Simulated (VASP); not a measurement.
# Si in VASP: further runs

The runs below take Si through single point, relaxation of cell and atoms, with PBE.

All numbers are computed with VASP 6.6.1; they aren't measurements. Logs are shortened: lines on timing, memory, paths and dates and some standing lists are left out, and cuts for length are marked.

## (1) The cell of the first run

Symmetry: Cmmm, No. 65, orthorhombic system. Conventional cell: a = 2.717 Å, b = 4.486 Å, c = 2.479 Å, α = 90.00°, β = 90.00°, γ = 90.00°. Si (site symmetry mmm) has 8 Si at 2.48 to 2.72 Å within 3.3 Å.

## (2) Single point, PBE

INCAR

```
SYSTEM = Si
PREC     = Accurate       ! precision mode
ENCUT    = 500            ! plane-wave cutoff, eV
EDIFF    = 1E-6           ! SCF threshold, eV
ISMEAR   = 0              ! smearing method
SIGMA    = 0.1            ! smearing width, eV
LREAL    = .FALSE.        ! projectors in reciprocal space
LASPH    = .TRUE.         ! aspherical terms in the spheres
NELM     = 120            ! most SCF steps
ALGO     = Normal         ! electronic algorithm
ISIF     = 2              ! what is computed and relaxed
LWAVE    = .FALSE.        ! write WAVECAR
LCHARG   = .TRUE.         ! write CHGCAR
GGA      = PE             ! functional
LELF     = .TRUE.         ! ELF
LVHAR    = .TRUE.       
NBANDS   = 8              ! bands
GGA_COMPAT= .FALSE.
```

KPOINTS

```
Automatic mesh
0
G
  8 8 8
  0 0 0
```

POSCAR

```
Si
1.0
    1.3583945875     -2.2432097591      0.0000000000
    1.3583945875      2.2432097591      0.0000000000
    0.0000000000      0.0000000000      2.4794804128
Si
1
Direct
    0.0000000000      0.0000000000      0.5000000000
```

Potentials or basis: VASP PAW PBE potentials, release 64 (Si).

On the command line:

```console
cat potpaw_PBE.64/Si/POTCAR > POTCAR
mpirun -np 1 vasp_std > vasp.out
```

OUTCAR:

```text
SYSTEM = Si
   PREC = Accurate
   ENCUT = 500
   EDIFF = 1E-6
   ISMEAR = 0
   LREAL = .FALSE.
   LASPH = .TRUE.
   NELM = 120
   ISIF = 2
   GGA = PE

 ion  position               nearest neighbor table
   1  0.000  0.000  0.500-

  LATTYP: Found a base centered orthorhombic cell.
 ALAT       =     2.7167891750
 B/A-ratio  =     1.6513682988
 C/A-ratio  =     0.9126510204

  Lattice vectors:

 A1 = (   1.3583945875,  -2.2432097591,   0.0000000000)
 A2 = (   1.3583945875,   2.2432097591,   0.0000000000)
 A3 = (   0.0000000000,   0.0000000000,   2.4794804128)

Analysis of symmetry for initial positions (statically):
=====================================================================
 Subroutine PRICEL returns:
 Original cell was already a primitive cell.

 Routine SETGRP: Setting up the symmetry group for a
 base centered orthorhombic supercell.

 Subroutine GETGRP returns: Found  8 space group operations
 (whereof  8 operations were pure point group operations)
 out of a pool of  8 trial point group operations.

The static configuration has the point symmetry D_2h.

Analysis of symmetry for dynamics (positions and initial velocities):
=====================================================================
 Subroutine PRICEL returns:
 Original cell was already a primitive cell.

 Routine SETGRP: Setting up the symmetry group for a
 base centered orthorhombic supercell.

 Subroutine GETGRP returns: Found  8 space group operations
 (whereof  8 operations were pure point group operations)
 out of a pool of  8 trial point group operations.

The dynamic configuration has the point symmetry D_2h.

 Subroutine INISYM returns: Found  8 space group operations
 (whereof  8 operations are pure point group operations),
 and found     1 'primitive' translations

----------------------------------------------------------------------------------------

                                     Primitive cell

  volume of cell :      15.1108

  direct lattice vectors                    reciprocal lattice vectors
     1.358394588 -2.243209759  0.000000000     0.368081561 -0.222894893  0.000000000
     1.358394588  2.243209759  0.000000000     0.368081561  0.222894893  0.000000000
     0.000000000  0.000000000  2.479480413     0.000000000  0.000000000  0.403310304

  length of vectors
     2.622446544  2.622446544  2.479480413     0.430309387  0.430309387  0.403310304

  position of ions in fractional coordinates (direct lattice)
     0.000000000  0.000000000  0.500000000

  ion indices of the primitive-cell ions
   primitive index   ion index
                 1           1

----------------------------------------------------------------------------------------

 KPOINTS: Automatic mesh

Automatic generation of k-mesh.
 Grid dimensions read from file:
 generate k-points for:    8    8    8

 Generating k-lattice:

  Cartesian coordinates                     Fractional coordinates (reciprocal lattice)
     0.046010195 -0.027861862  0.000000000     0.125000000  0.000000000  0.000000000
     0.046010195  0.027861862  0.000000000     0.000000000  0.125000000  0.000000000
     0.000000000  0.000000000  0.050413788     0.000000000  0.000000000  0.125000000

  Length of vectors
     0.053788673  0.053788673  0.050413788

  Shift w.r.t. Gamma in fractional coordinates (k-lattice)
     0.000000000  0.000000000  0.000000000

 Subroutine IBZKPT returns following result:
 ===========================================

 Found    105 irreducible k-points:

 Following reciprocal coordinates:
            Coordinates               Weight
  0.000000  0.000000  0.000000      1.000000
  0.125000  0.000000  0.000000      4.000000
  0.250000  0.000000  0.000000      4.000000
  0.375000  0.000000  0.000000      4.000000
  0.500000  0.000000  0.000000      2.000000
  0.125000  0.125000  0.000000      2.000000
[... 16 lines left out ...]
  0.125000  0.000000  0.125000      8.000000
  0.250000  0.000000  0.125000      8.000000
 [... further k-points ...]
   k-points           NKPTS =    105   k-points in BZ     NKDIM =    105   number of bands    NBANDS=      8
   number of dos      NEDOS =    301   number of ions     NIONS =      1
   total plane-waves  NPLWV =   7200
   dimension x,y,z NGX =    20 NGY =   20 NGZ =   18
   dimension x,y,z NGXF=    40 NGYF=   40 NGZF=   36
   ions per type =               1
   NGX,Y,Z   is equivalent  to a cutoff of  12.68, 12.68, 12.07 a.u.
   NGXF,Y,Z  is equivalent  to a cutoff of  25.36, 25.36, 24.14 a.u.
 SYSTEM =  Si
   PREC   = accura    normal or accurate (medium, high low for compatibility)
   ISTART =      0    job   : 0-new  1-cont  2-samecut
   ICHARG =      2    charge: 1-file 2-atom 10-const
   ISPIN  =      1    spin polarized calculation?
   LNONCOLLINEAR =      F non collinear calculations
   LSORBIT =      F    spin-orbit coupling
   LASPH  =      T    aspherical Exc in radial PAW
   ENCUT  =  500.0 eV  36.75 Ry    6.06 a.u.   4.78  4.78  4.52*2*pi/ulx,y,z
   NELM   =    120;   NELMIN=  2; NELMDL= -5     # of ELM steps
   EDIFF  = 0.1E-05   stopping-criterion for ELM
   LREAL  =      F    real-space projection
   EDIFFG = 0.1E-04   stopping-criterion for IOM
   NSW    =      0    number of steps for IOM
   IBRION =     -1    ionic relax: 0-MD 1-quasi-New 2-CG
   NFREE  =      0    steps in history (QN), initial steepest desc. (CG)
   ISIF   =      2    stress and relaxation
   ISYM   =      2    0-nonsym 1-usesym 2-fastsym
   POTIM  = 0.5000    time-step for ionic-motion
   TEBEG  =    0.0;   TEEND  =   0.0 temperature during run
   PSTRESS=    0.0 pullay stress
   NELECT =       4.0000    total number of electrons
   NUPDOWN=      -1.0000    fix difference up-down
   EMIN   =  10.00;   EMAX   =-10.00  energy-range for DOS
   EFERMI =   0.00;   METHOD = LEGACY
   ISMEAR =     0;   SIGMA  =   0.10  broadening in eV -4-tet -1-fermi 0-gaus
   EFERMI_NEDOS =   21; number of points for ismear=-14 and -15
   IALGO  =     38    algorithm
   IMIX   =      4    mixing-type and parameters
     AMIX     =   0.40;   BMIX     =  1.00
     AMIX_MAG =   1.60;   BMIX_MAG =  1.00
  volume/ion in A,a.u.               =      15.11       101.97
  Fermi-wavevector in a.u.,A,eV,Ry     =   1.051153  1.986391 15.033389  1.104923
  Thomas-Fermi vector in A             =   2.186185
   LORBIT       =      0    0 simple, 1 ext, 2 COOP (PROOUT), +10 PAW based schemes
   GGA     = PE    functional components
   LHFCALC =     F    Hartree Fock is set to
   AEXX    =    0.0000 exact exchange contribution
   IVDW    =     0    specifies the selected vdW correction
   LEPSILON=     F    determine dielectric tensor
   LRPA    =     F    only Hartree local field effects (RPA)
 non-spin polarized calculation
 Gauss-broadening in eV      SIGMA  =   0.10
  energy-cutoff  :      500.00
  volume of cell :       15.11
 maximum number of plane-waves:       393
   NGX =  9   NGY =  9   NGZ =  9

 number of electron       4.0000000 magnetization

 Free energy of the ion-electron system (eV)
  ---------------------------------------------------
  ext. energy  EPLUGINS =         0.00000000
  ---------------------------------------------------
  free energy    TOTEN  =        -5.11228725 eV

  energy without entropy =       -5.11004853  energy(sigma->0) =       -5.11116789

 E-fermi :   9.2699     XC(G=0): -10.9491

 val. band max:        9.2217148009   @ k =   0.1250   0.1250   0.2500
 cond. band min:       9.2939311151   @ k =  -0.2500   0.1250   0.2500
 fundamental gap:      0.0722163142
 Fermi energy:         9.2699325683

 k-point     1 :       0.0000    0.0000    0.0000
  band No.  band energies     occupation
      1      -4.5659      2.00000
      2      16.8411      0.00000
      3      17.3153      0.00000
      4      18.7640      0.00000
      5      19.6127      0.00000
      6      20.6360      0.00000
      7      22.2132      0.00000
      8      26.8913      0.00000

 k-point     2 :       0.1250    0.0000    0.0000
  band No.  band energies     occupation
      1      -4.1487      2.00000
      2      14.4273      0.00000
      3      17.5209      0.00000
      4      17.6641      0.00000
      5      18.1301      0.00000
      6      21.6443      0.00000
      7      24.0298      0.00000
      8      29.4853      0.00000

 k-point     3 :       0.2500    0.0000    0.0000
  band No.  band energies     occupation
      1      -2.9042      2.00000
      2       9.8995      0.00000
      3      16.0321      0.00000
      4      17.1950      0.00000
      5      18.6989      0.00000
      6      22.3305      0.00000
      7      27.7645      0.00000
      8      29.9184      0.00000

 k-point     4 :       0.3750    0.0000    0.0000
  band No.  band energies     occupation
      1      -0.8610      2.00000
      2       5.6855      2.00000
      3      15.0753      0.00000
      4      16.3781      0.00000
      5      20.3467      0.00000
      6      24.0661      0.00000
      7      26.5081      0.00000
      8      30.1204      0.00000

 k-point     5 :       0.5000    0.0000    0.0000
  band No.  band energies     occupation
      1       1.4750      2.00000
      2       2.6097      2.00000
      3      14.7534      0.00000
      4      16.0625      0.00000
      5      21.7932      0.00000
      6      24.4405      0.00000
      7      25.8482      0.00000
      8      28.0593      0.00000
[... 177 lines left out ...]
 k-point    22 :       0.0000    0.0000    0.1250
  band No.  band energies     occupation
      1      -4.2043      2.00000
      2      12.5363      0.00000
      3      19.0498      0.00000
      4      19.8962      0.00000
      5      20.9264      0.00000
      6      21.3312      0.00000
      7      22.5724      0.00000
      8      27.2440      0.00000

 k-point    23 :       0.1250    0.0000    0.1250
  band No.  band energies     occupation
      1      -3.7877      2.00000
      2      12.6356      0.00000
      3      15.6383      0.00000
      4      18.0198      0.00000
      5      20.5254      0.00000
      6      23.4042      0.00000
      7      24.3932      0.00000
      8      29.4366      0.00000

 k-point    24 :       0.2500    0.0000    0.1250
  band No.  band energies     occupation
      1      -2.5450      2.00000
      2      10.1178      0.00000
      3      14.3095      0.00000
      4      16.4102      0.00000
      5      19.0779      0.00000
      6      25.3871      0.00000
      7      26.7366      0.00000
      8      28.1814      0.00000

 [... further k-points ...]
[... 5 lines left out ...]
  --------------------------------------------------------------------------------------
  -------------------------------------------------------------------------------------
  Total       -0.2947238      0.4514549     -0.2523829      0.0000000      0.0000000      0.0000000
  in kB      -31.2492327     47.8672441    -26.7598746      0.0000000      0.0000000      0.0000000
  external PRESSURE =      -3.3806211 kB  Pullay stress =       0.0000000 kB

 VOLUME and BASIS-vectors are now :
 -----------------------------------------------------------------------------
  energy-cutoff  :      500.00
  volume of cell :       15.11
      direct lattice vectors                 reciprocal lattice vectors
     1.358394588 -2.243209759  0.000000000     0.368081561 -0.222894893  0.000000000
     1.358394588  2.243209759  0.000000000     0.368081561  0.222894893  0.000000000
     0.000000000  0.000000000  2.479480413     0.000000000  0.000000000  0.403310304

 POSITION                                       TOTAL-FORCE (eV/Angst)
 -----------------------------------------------------------------------------------
      0.00000      0.00000      1.23974         0.000000     -0.000000      0.000000
 -----------------------------------------------------------------------------------
    total drift:                                0.000000     -0.000000     -0.000000

  FREE ENERGIE OF THE ION-ELECTRON SYSTEM (eV)
  ---------------------------------------------------
  free  energy   TOTEN  =        -5.1122872540 eV

  energy  without entropy=       -5.1100485340  energy(sigma->0) =       -5.11116789
```

Run time: 11 s. Hardware: 1 thread of Intel Xeon 8259CL, shared host; peak memory 0.12 GiB.

What came out:

| Item | Value |
| --- | --- |
| Free energy | -5.1123 eV |
| Pressure | -0.3 GPa |
| Band gap on the k mesh | zero (band 2 reaches 16.84 eV, above the bottom of band 3 at 6.40 eV) |

## (3) Single point, PBE

INCAR

```
SYSTEM = Si
PREC = Accurate ; ENCUT = 520
EDIFF = 1E-6 ; ISMEAR = 0
SIGMA = 0.1 ; LREAL = .FALSE.
LASPH = .TRUE. ; NELM = 60
ALGO = Normal ; ISIF = 2
LWAVE = .FALSE. ; LCHARG = .FALSE.
GGA = PE ; NBANDS = 8
```

KPOINTS

```
Automatic mesh
0
G
  24 24 22
  0 0 0
```

POSCAR

```
Si
1.0
    2.6478769944      0.0000000000      0.0000000000
   -1.3239384972      2.2931287432      0.0000000000
    0.0000000000      0.0000000000      2.4874008653
Si
1
Direct
    0.0000000000      0.0000000000      0.0000000000
```

Potentials or basis: VASP PAW PBE potentials, release 64 (Si).

On the command line:

```console
cat potpaw_PBE.64/Si/POTCAR > POTCAR
mpirun -np 1 vasp_std > vasp.out
```

It took 19 s on 1 thread of Intel Xeon 6975P-C (Granite Rapids), shared host; peak memory 0.17 GiB.

Results (log left out):

```yaml
Free_energy: -5.1169 eV
Pressure: -0.1 GPa
Band_gap_on_the_k_mesh: zero (band 2 reaches 16.82 eV, above the bottom of band 3 at 4.87 eV)
```

Levels at points of the mesh, in eV from the Fermi level:
```csv
k point,band 1,band 2,band 3,band 4,band 5
"(0.00, 0.00, 0.00)",-13.90,7.47,7.84,10.00,10.00
"(0.50, 0.00, 0.00)",-7.60,-6.66,4.98,6.45,12.52
"(0.00, 0.00, 0.50)",-9.12,-7.04,13.50,13.50,14.83
"(0.50, 0.00, 0.50)",-2.88,-2.11,-2.00,1.56,8.54
```

## (4) Relaxation of cell and atoms, PBE

This run uses another cell than the first one, of 15.02 Å³/atom, 0.994 times its volume.

INCAR

```
PREC = Accurate
ENCUT = 600
EDIFF = 1E-7
ISMEAR = 0
SIGMA = 0.1
LREAL = F
LASPH = T
NELM = 80
ALGO = Normal
ISIF = 3
LWAVE = F
LCHARG = F
GGA = PE
IBRION = 2
NSW = 100
EDIFFG = -0.01
```

KPOINTS

```
Automatic mesh
0
Gamma
  24 24 22
```

POSCAR

```
Si
1.0
    2.6611274087      0.0000000000      0.0000000000
   -1.3305637043      2.3046039386      0.0000000000
    0.0000000000      0.0000000000      2.4485948134
Si
1
Direct
    0.0000000000      0.0000000000      0.0000000000
```

On the command line:

```console
cat potpaw_PBE.64/Si/POTCAR > POTCAR
mpirun -np 1 vasp_std > vasp.out
```

Wall time 44 s (1 thread of Intel Xeon 6975P-C (Granite Rapids), shared host); peak memory 0.19 GiB.

The run converged. Its results:

| Item | Value |
| --- | --- |
| Free energy | -5.1169 eV |
| Relaxed volume | 15.10 Å³/atom |
| Relaxed cell | a = 2.647 Å, b = 2.647 Å, c = 2.488 Å, α = 90.00°, β = 90.00°, γ = 120.00° |
| Space group after relaxing (to 0.05 Å) | P6/mmm (No. 191) |
| Energy gained by relaxing | 2.9 meV/atom |
| Ionic steps | 5 |
| Pressure after relaxing | 0.0 GPa |
| Band gap on the k mesh | zero (band 2 reaches 16.81 eV, above the bottom of band 3 at 4.88 eV) |

Stress tensor (GPa, compression positive):
```
 0.00  0.00  0.00
 0.00  0.00  0.00
 0.00  0.00 -0.09
```

The path:
```
step  energy change (eV)  largest force (eV/Å)  pressure (GPa)  volume (Å³)
   1              0.0000                0.0000            0.75        15.02
   2             -0.0028                0.0000           -0.48        15.17
   3             -0.0028                0.0000           -0.51        15.17
   4             -0.0029                0.0000            0.12        15.08
   5             -0.0029                0.0000           -0.03        15.10
```

Final structure:
```
Si
1.0
     2.64733    0.00000    0.00000
    -1.32366    2.29265    0.00000
     0.00000    0.00000    2.48792
Si
1
Cartesian
  0.0000 0.0000 0.0000
```

Levels at points of the mesh, in eV from the Fermi level:
```csv
k point,band 1,band 2,band 3,band 4,band 5
"(0.00, 0.00, 0.00)",-13.91,7.47,7.83,10.01,10.01
"(0.50, 0.00, 0.00)",-7.60,-6.66,4.98,6.46,12.51
"(0.00, 0.00, 0.50)",-9.13,-7.05,13.50,13.50,14.83
"(0.50, 0.00, 0.50)",-2.88,-2.10,-2.01,1.56,8.54
```

## (5) The runs side by side

| task | cell | k mesh | cutoff (eV) | gap on the mesh (eV) | pressure (GPa) |
| --- | --- | --- | --- | --- | --- |
| single point | a = 2.622, b = 2.622, c = 2.479 Å, angles 90.0, 90.0, 117.6°, 1 atom | 8 × 8 × 8 | 500 | none | -0.3 |
| single point | a = 2.648, b = 2.648, c = 2.487 Å, angles 90.0, 90.0, 120.0°, 1 atom | 24 × 24 × 22 | 520 | none | -0.1 |
| relaxation of cell and atoms | relaxed from a = 2.661, b = 2.661, c = 2.449 Å, angles 90.0, 90.0, 120.0°, 1 atom | 24 × 24 × 22 | 600 | none | 0.0 |

Alike in all rows: level PBE; potentials or basis VASP PAW PBE potentials, release 64 (Si); no spin polarisation; smearing gaussian 0.1 eV.

Total energies depend on the potentials used, so only differences within one code and one set of settings carry meaning.
